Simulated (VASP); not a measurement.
# SnO (P4/nmm) in VASP: notebook

SnO is run at these levels: b88 exchange, pbe correlation; tasks: single point.

All numbers are computed with VASP 6.6.1; they aren't measurements. Logs are shortened: lines on timing, memory, paths and dates and some standing lists are left out, and cuts for length are marked.

**1. The cell of the first run**

The structure is tetragonal, space group P4/nmm (No. 129). The conventional cell has a = 3.788 Å, b = 3.788 Å, c = 4.854 Å, α = 90.00°, β = 90.00°, γ = 90.00°. Sn (site symmetry 4mm) has 4 O at 2.21 Å within 2.9 Å. Within 2.9 Å of O (site symmetry -4m2) lie 4 Sn at 2.21 Å and 4 O at 2.68 Å.

**2. Single point, b88 exchange, pbe correlation**

INCAR reads:

```
PREC = Accurate ; ENCUT = 600
EDIFF = 1E-6 ; ISMEAR = -1
SIGMA = 0.05 ; LREAL = F
LASPH = T ; NELM = 120
ALGO = Normal ; ISIF = 2
LWAVE = F ; LCHARG = F
GGA = LIBXC ; LIBXC1 = GGA_X_B88
LIBXC2 = GGA_C_PBE ; NBANDS = 28
GGA_COMPAT = F
```

KPOINTS reads:

```
Automatic mesh
0
Gamma
  7 7 6
```

POSCAR reads:

```
SnO
1.0
    3.7880991788      0.0000000000      0.0000000000
    0.0000000000      3.7880991788      0.0000000000
    0.0000000000      0.0000000000      4.8541142359
Sn O
2 2
Direct
    0.5000000000      0.0000000000      0.7646261400
    0.0000000000      0.5000000000      0.2353738600
    0.0000000000      0.0000000000      0.0000000000
    0.5000000000      0.5000000000      0.0000000000
```

Potentials or basis: VASP PAW PBE potentials, release 64 (Sn_d, O).

Started as:

```
cat potpaw_PBE.64/Sn_d/POTCAR potpaw_PBE.64/O/POTCAR > POTCAR
mpirun -np 1 vasp_std > vasp.out
```

OUTCAR:

```text
PREC = Accurate
   ENCUT = 600
   EDIFF = 1E-6
   ISMEAR = -1
   LREAL = F
   LASPH = T
   NELM = 120
   ISIF = 2
   GGA = LIBXC

 ion  position               nearest neighbor table
   1  0.500  0.000  0.765-   3 2.21   4 2.21   4 2.21   3 2.21   2 3.52   2 3.52   2 3.52   2 3.52
                             2 3.71   2 3.71   2 3.71   2 3.71
   2  0.000  0.500  0.235-   3 2.21   4 2.21   3 2.21   4 2.21   1 3.52   1 3.52   1 3.52   1 3.52
                             1 3.71   1 3.71   1 3.71   1 3.71
   3  0.000  0.000  0.000-   1 2.21   2 2.21   2 2.21   1 2.21
   4  0.500  0.500  0.000-   1 2.21   2 2.21   1 2.21   2 2.21

  LATTYP: Found a simple tetragonal cell.
 ALAT       =     3.7880991788
 C/A-ratio  =     1.2814116016

  Lattice vectors:

 A1 = (   3.7880991788,   0.0000000000,   0.0000000000)
 A2 = (   0.0000000000,   3.7880991788,   0.0000000000)
 A3 = (   0.0000000000,   0.0000000000,   4.8541142359)

Analysis of symmetry for initial positions (statically):
=====================================================================
 Subroutine PRICEL returns:
 Original cell was already a primitive cell.

 Routine SETGRP: Setting up the symmetry group for a
 simple tetragonal supercell.

 Subroutine GETGRP returns: Found 16 space group operations
 (whereof  8 operations were pure point group operations)
 out of a pool of 16 trial point group operations.

The static configuration has the point symmetry D_2d.
 The point group associated with its full space group is D_4h.

Analysis of symmetry for dynamics (positions and initial velocities):
=====================================================================
 Subroutine PRICEL returns:
 Original cell was already a primitive cell.

 Routine SETGRP: Setting up the symmetry group for a
 simple tetragonal supercell.

 Subroutine GETGRP returns: Found 16 space group operations
 (whereof  8 operations were pure point group operations)
 out of a pool of 16 trial point group operations.

The dynamic configuration has the point symmetry D_2d.
 The point group associated with its full space group is D_4h.

 Subroutine INISYM returns: Found 16 space group operations
 (whereof  8 operations are pure point group operations),
 and found     1 'primitive' translations

----------------------------------------------------------------------------------------

                                     Primitive cell

  volume of cell :      69.6551

  direct lattice vectors                    reciprocal lattice vectors
     3.788099179  0.000000000  0.000000000     0.263984641  0.000000000  0.000000000
     0.000000000  3.788099179  0.000000000     0.000000000  0.263984641  0.000000000
     0.000000000  0.000000000  4.854114236     0.000000000  0.000000000  0.206010809

  length of vectors
     3.788099179  3.788099179  4.854114236     0.263984641  0.263984641  0.206010809

  position of ions in fractional coordinates (direct lattice)
     0.500000000  0.000000000  0.764626140
     0.000000000  0.500000000  0.235373860
     0.000000000  0.000000000  0.000000000
     0.500000000  0.500000000  0.000000000

  ion indices of the primitive-cell ions
   primitive index   ion index
                 1           1
                 2           2
                 3           3
                 4           4

----------------------------------------------------------------------------------------

 KPOINTS: Automatic mesh

Automatic generation of k-mesh.
 Grid dimensions read from file:
 generate k-points for:    7    7    6

 Generating k-lattice:

  Cartesian coordinates                     Fractional coordinates (reciprocal lattice)
     0.037712092  0.000000000  0.000000000     0.142857143  0.000000000  0.000000000
     0.000000000  0.037712092  0.000000000     0.000000000  0.142857143  0.000000000
     0.000000000  0.000000000  0.034335135     0.000000000  0.000000000  0.166666667

  Length of vectors
     0.037712092  0.037712092  0.034335135

  Shift w.r.t. Gamma in fractional coordinates (k-lattice)
     0.000000000  0.000000000  0.000000000

 Subroutine IBZKPT returns following result:
 ===========================================

 Found     40 irreducible k-points:

 Following reciprocal coordinates:
            Coordinates               Weight
  0.000000  0.000000  0.000000      1.000000
  0.142857  0.000000  0.000000      4.000000
  0.285714  0.000000  0.000000      4.000000
  0.428571  0.000000  0.000000      4.000000
  0.142857  0.142857  0.000000      4.000000
  0.285714  0.142857  0.000000      8.000000
[... 16 lines left out ...]
  0.285714  0.000000  0.333333      8.000000
  0.428571  0.000000  0.333333      8.000000
 [... further k-points ...]
   k-points           NKPTS =     40   k-points in BZ     NKDIM =     40   number of bands    NBANDS=     28
   number of dos      NEDOS =    301   number of ions     NIONS =      4
   total plane-waves  NPLWV =  36000
   dimension x,y,z NGX =    30 NGY =   30 NGZ =   40
   dimension x,y,z NGXF=    60 NGYF=   60 NGZF=   80
   ions per type =               2   2
   NGX,Y,Z   is equivalent  to a cutoff of  13.17, 13.17, 13.70 a.u.
   NGXF,Y,Z  is equivalent  to a cutoff of  26.33, 26.33, 27.40 a.u.
 SYSTEM =  unknown system
   PREC   = accura    normal or accurate (medium, high low for compatibility)
   ISTART =      0    job   : 0-new  1-cont  2-samecut
   ICHARG =      2    charge: 1-file 2-atom 10-const
   ISPIN  =      1    spin polarized calculation?
   LNONCOLLINEAR =      F non collinear calculations
   LSORBIT =      F    spin-orbit coupling
   LASPH  =      T    aspherical Exc in radial PAW
   ENCUT  =  600.0 eV  44.10 Ry    6.64 a.u.   7.57  7.57  9.69*2*pi/ulx,y,z
   NELM   =    120;   NELMIN=  2; NELMDL= -5     # of ELM steps
   EDIFF  = 0.1E-05   stopping-criterion for ELM
   LREAL  =      F    real-space projection
   EDIFFG = 0.1E-04   stopping-criterion for IOM
   NSW    =      0    number of steps for IOM
   IBRION =     -1    ionic relax: 0-MD 1-quasi-New 2-CG
   NFREE  =      0    steps in history (QN), initial steepest desc. (CG)
   ISIF   =      2    stress and relaxation
   ISYM   =      2    0-nonsym 1-usesym 2-fastsym
   POTIM  = 0.5000    time-step for ionic-motion
   TEBEG  =    0.0;   TEEND  =   0.0 temperature during run
   PSTRESS=    0.0 pullay stress
   NELECT =      40.0000    total number of electrons
   NUPDOWN=      -1.0000    fix difference up-down
   EMIN   =  10.00;   EMAX   =-10.00  energy-range for DOS
   EFERMI =   0.00;   METHOD = LEGACY
   ISMEAR =    -1;   SIGMA  =   0.05  broadening in eV -4-tet -1-fermi 0-gaus
   EFERMI_NEDOS =   21; number of points for ismear=-14 and -15
   IALGO  =     38    algorithm
   IMIX   =      4    mixing-type and parameters
     AMIX     =   0.40;   BMIX     =  1.00
     AMIX_MAG =   1.60;   BMIX_MAG =  1.00
  volume/ion in A,a.u.               =      17.41       117.51
  Fermi-wavevector in a.u.,A,eV,Ry     =   1.360747  2.571438 25.192975  1.851631
  Thomas-Fermi vector in A             =   2.487382
   LORBIT       =      0    0 simple, 1 ext, 2 COOP (PROOUT), +10 PAW based schemes
   GGA     = LIBXC    functional components
   LHFCALC =     F    Hartree Fock is set to
   AEXX    =    0.0000 exact exchange contribution
   IVDW    =     0    specifies the selected vdW correction
   LEPSILON=     F    determine dielectric tensor
   LRPA    =     F    only Hartree local field effects (RPA)
 non-spin polarized calculation
  energy-cutoff  :      600.00
  volume of cell :       69.66
 maximum number of plane-waves:      2340
 NGX is ok and might be reduce to    30
   NGX = 15   NGY = 15   NGZ = 19

 number of electron      40.0000021 magnetization

 Free energy of the ion-electron system (eV)
  ---------------------------------------------------
  ext. energy  EPLUGINS =         0.00000000
  ---------------------------------------------------
  free energy    TOTEN  =       -22.11743730 eV

  energy without entropy =      -22.11700520  energy(sigma->0) =      -22.11722125

 E-fermi :   7.4102     XC(G=0): -10.3145

 val. band max:        7.2482111099   @ k =   0.0000   0.0000   0.0000
 cond. band min:       7.5782197929   @ k =   0.4286   0.4286   0.0000
 fundamental gap:      0.3300086829
 Fermi energy:         7.4101656223

 k-point     1 :       0.0000    0.0000    0.0000
  band No.  band energies     occupation
      1     -14.8740      2.00000
      2     -14.3973      2.00000
      3     -14.3973      2.00000
      4     -14.3964      2.00000
      5     -14.3476      2.00000
      6     -14.3405      2.00000
[... 20 lines left out ...]
     27      14.0473      0.00000
     28      14.4568      0.00000

 k-point     2 :       0.1429    0.0000    0.0000
  band No.  band energies     occupation
      1     -14.8629      2.00000
      2     -14.4077      2.00000
      3     -14.3930      2.00000
      4     -14.3925      2.00000
      5     -14.3625      2.00000
      6     -14.3499      2.00000
[... 20 lines left out ...]
     27      14.2913      0.00000
     28      15.9642      0.00000

 k-point     3 :       0.2857    0.0000    0.0000
  band No.  band energies     occupation
      1     -14.8320      2.00000
      2     -14.5542      2.00000
      3     -14.3805      2.00000
      4     -14.3802      2.00000
      5     -14.3581      2.00000
      6     -14.3551      2.00000
[... 20 lines left out ...]
     27      14.6719      0.00000
     28      18.1869      0.00000

 k-point     4 :       0.4286    0.0000    0.0000
  band No.  band energies     occupation
      1     -14.7785      2.00000
      2     -14.6890      2.00000
      3     -14.3680      2.00000
      4     -14.3638      2.00000
      5     -14.3606      2.00000
      6     -14.3534      2.00000
[... 578 lines left out ...]
     27      15.0113      0.00000
     28      16.1448      0.00000

 k-point    23 :       0.2857    0.0000    0.3333
  band No.  band energies     occupation
      1     -14.8299      2.00000
      2     -14.5758      2.00000
      3     -14.3890      2.00000
      4     -14.3641      2.00000
      5     -14.3627      2.00000
      6     -14.3624      2.00000
[... 20 lines left out ...]
     27      15.4979      0.00000
     28      17.6489      0.00000

 k-point    24 :       0.4286    0.0000    0.3333
  band No.  band energies     occupation
      1     -14.7856      2.00000
      2     -14.7046      2.00000
      3     -14.3904      2.00000
      4     -14.3812      2.00000
      5     -14.3555      2.00000
      6     -14.3518      2.00000
[... 20 lines left out ...]
     27      16.0745      0.00000
     28      16.9345      0.00000

 [... further k-points ...]

------------------------ aborting loop because EDIFF is reached ----------------------------------------

  FORCE on cell =-STRESS in cart. coord.  units (eV):
  Direction    XX          YY          ZZ          XY          YZ          ZX
  --------------------------------------------------------------------------------------
  -------------------------------------------------------------------------------------
  Total        2.6282284      2.6282284      2.0268027      0.0000000      0.0000000      0.0000000
  in kB       60.4534383     60.4534383     46.6196900      0.0000000      0.0000000      0.0000000
  external PRESSURE =      55.8421888 kB  Pullay stress =       0.0000000 kB

 VOLUME and BASIS-vectors are now :
 -----------------------------------------------------------------------------
  energy-cutoff  :      600.00
  volume of cell :       69.66
      direct lattice vectors                 reciprocal lattice vectors
     3.788099179  0.000000000  0.000000000     0.263984641  0.000000000  0.000000000
     0.000000000  3.788099179  0.000000000     0.000000000  0.263984641  0.000000000
     0.000000000  0.000000000  4.854114236     0.000000000  0.000000000  0.206010809

 POSITION                                       TOTAL-FORCE (eV/Angst)
 -----------------------------------------------------------------------------------
      1.89405      0.00000      3.71158         0.000000      0.000000     -0.714026
      0.00000      1.89405      1.14253         0.000000      0.000000      0.714026
      0.00000      0.00000      0.00000         0.000000      0.000000      0.000000
      1.89405      1.89405      0.00000         0.000000     -0.000000      0.000000
 -----------------------------------------------------------------------------------
    total drift:                                0.000000      0.000000      0.000000

  FREE ENERGIE OF THE ION-ELECTRON SYSTEM (eV)
  ---------------------------------------------------
  free  energy   TOTEN  =       -22.1174373022 eV

  energy  without entropy=      -22.1170052023  energy(sigma->0) =      -22.11722125
```

Wall time 43 s (1 thread of AMD EPYC 9R45 (Zen 5), shared host); peak memory 0.2 GiB.

What came out:

```yaml
Free_energy: -22.1174 eV
Pressure: 5.6 GPa
Largest_force: 0.714 eV/Å
Band_gap_on_the_k_mesh: 0.33 eV (least direct gap 2.06 eV)
```

Forces on the atoms (eV/Å):
```
Sn   0.000  0.000 -0.714
Sn   0.000  0.000  0.714
O    0.000  0.000  0.000
O    0.000  0.000  0.000
```

Stress tensor (GPa, compression positive):
```
6.05 0.00 0.00
0.00 6.05 0.00
0.00 0.00 4.66
```

Caveat: the cell stands under pressure; the PAW data sets were made with another functional, which shifts forces and pressure a little; spin-orbit coupling is left out, which moves the levels of the heavy elements; an odd mesh through Γ misses points on the zone boundary, where band edges can lie.

[end of part 1 of 2]
